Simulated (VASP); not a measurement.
Write the native input for VASP 6.6.1 that does the following.

* Task: relaxation of cell and atoms
* Functional: PBE
* Potentials or basis: VASP PAW PBE potentials, release 64 (Hf_pv, F)
* Cutoff: 600 eV
* k mesh: 18 × 18 × 18
* Occupations: gaussian, width 0.1 eV
* Spin: no spin polarisation
* Dipole correction: no
* Further INCAR settings: ALGO = Normal; EDIFF = 1e-06; IBRION = 2; EDIFFG = -0.01; NSW = 100; ISIF = 3

The structure of HfF lies in POSCAR:

```
HfF
1.0
    0.0000000000      2.5638280042      2.5638280042
    2.5638280042      0.0000000000      2.5638280042
    2.5638280042      2.5638280042      0.0000000000
Hf F
1 1
Direct
    0.0000000000      0.0000000000      0.0000000000
    0.7500000000      0.7500000000      0.7500000000
```

The input as run:

INCAR

```
SYSTEM = HfF
PREC = Accurate
ENCUT = 600
EDIFF = 1E-6
ISMEAR = 0
SIGMA = 0.1
LREAL = .FALSE.
LASPH = .TRUE.
NELM = 100
ALGO = Normal
ISIF = 3
LWAVE = .FALSE.
LCHARG = .FALSE.
GGA = PE
IBRION = 2
NSW = 100
EDIFFG = -0.01
```

KPOINTS

```
Automatic mesh
0
G
  18 18 18
  0 0 0
```

Potentials or basis: VASP PAW PBE potentials, release 64 (Hf_pv, F).

Run with:

```bash
$ cat potpaw_PBE.64/Hf_pv/POTCAR potpaw_PBE.64/F/POTCAR > POTCAR
$ mpirun -np 1 vasp_std > vasp.out
```

It gave:

* Relaxed volume: 16.37 Å³/atom
* Relaxed cell: a = 3.591 Å, b = 3.591 Å, c = 3.591 Å, α = 60.00°, β = 60.00°, γ = 60.00°
* Space group after relaxing (to 0.1 Å): F-43m (No. 216)
* Energy gained by relaxing: 5.1 meV/atom
* Ionic steps: 3
* Pressure after relaxing: 0.0 GPa
* Band gap on the k mesh: zero (an odd number of electrons rules out a gap without spin polarisation)

Caveat: spin-orbit coupling is left out, which moves the levels of the heavy elements; an odd number of electrons without spin polarisation forces a metal; a magnetic or distorted state may lie lower.

It took 100 s on 1 thread of Intel(R) Xeon(R) 6975P-C (Granite Rapids), on a shared host, peak memory 0.26 GiB.
